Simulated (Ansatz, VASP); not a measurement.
## Two plane-wave programs on Sn

```
Sn
1.0
    -1.98777    1.98777    1.62686
     1.98777   -1.98777    1.62686
     1.98777    1.98777   -1.62686
Sn
1
Direct
  0.00000 0.00000 0.00000
```

Alike in both runs: task single point; functional r2SCAN; k mesh 10 × 10 × 10; occupations fermi-dirac, width 0.05 eV; no spin polarisation.

```csv
,VASP,Ansatz
version,VASP 6.6.1,Ansatz 0.2.0
potentials or method,"VASP PAW PBE potentials, release 64 (Sn_d)",Ansatz PAW
plane-wave cutoff (eV),520,500
valence electrons in the cell,14,14
```

```tsv
	VASP	Ansatz	Ansatz less VASP
gap on the k mesh at the Fermi level (eV)	none	none	-
pressure (GPa)	3.1	3.1	-0.03
traceless stress, the component that is largest in VASP (GPa)	1.08	1.07	-0.010
```

VASP's potentials were made for PBE, not for r2SCAN. A gap of «none» marks a metal or a gap that the smearing closes.
